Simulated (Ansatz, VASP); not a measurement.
# One calculation of Rh, two programs

File INCAR:

```
SYSTEM = Rh
PREC     = Accurate       ! precision mode
ENCUT    = 530            ! plane-wave cutoff, eV
EDIFF    = 1E-6           ! SCF threshold, eV
ISMEAR   = -1             ! smearing method
SIGMA    = 0.1            ! smearing width, eV
LREAL    = .False.        ! projectors in reciprocal space
LASPH    = .True.         ! aspherical terms in the spheres
NELM     = 120            ! most SCF steps
ALGO     = Normal         ! electronic algorithm
ISIF     = 2              ! what is computed and relaxed
LWAVE    = .False.        ! write WAVECAR
LCHARG   = .True.         ! write CHGCAR
LELF     = .True.         ! ELF
LVHAR    = .True.       
NBANDS   = 14             ! bands
GGA_COMPAT= .False.
```

Contents of KPOINTS:

```
regular mesh
0
Gamma
  14 14 14
  0 0 0
```

Contents of POSCAR:

```
Rh
1.0
    0.0000000000      1.8776226225      1.8776226225
    1.8776226225      0.0000000000      1.8776226225
    1.8776226225      1.8776226225      0.0000000000
Rh
1
Direct
    0.0000000000      0.0000000000      0.0000000000
```

Input for Ansatz:

```yaml
crystal:
  lattice:
    - [0.0, 1.8776226225, 1.8776226225]
    - [1.8776226225, 0.0, 1.8776226225]
    - [1.8776226225, 1.8776226225, 0.0]
  atoms:
    - { symbol: Rh, position: [0.0, 0.0, 0.0] }
hamiltonian:
  xc: lda
  pseudopotentials:
    kind: paw
    azcp:
      Rh: "pseudopotentials/Rh.paw.azcp"
basis:
  ecutwfc: 800
  fft_grid_basis: typed
kpoints:
  mp_grid: { grid: [14, 14, 14], shift: [0, 0, 0] }
magnetization:
  spin_polarized: false
scf:
  occupations: { method: fermi_dirac, width: 0.1 }
  lower_state_search: "off"
output:
  stress: true
```

Alike in both runs: task single point; functional LDA; k mesh 14 × 14 × 14; occupations fermi-dirac, width 0.1 eV; no spin polarisation.

```csv
,VASP,Ansatz
version,VASP 6.6.1,Ansatz 0.2.0
potentials or method,"VASP PAW LDA potentials, release 64 (Rh_sv_GW), cutoff 530 eV","plane waves (800 eV) with PAW, scalar-relativistic"
valence electrons in the cell,17,17
```

|  | VASP | Ansatz | Ansatz less VASP |
| --- | --- | --- | --- |
| pressure (GPa) | -2.0 | 0.0 | +1.97 |

Ansatz warns that its potentials were made for another functional, while VASP's fit it. LDA's correlation is that of Perdew and Zunger in VASP and of Perdew and Wang (1992) in Ansatz.
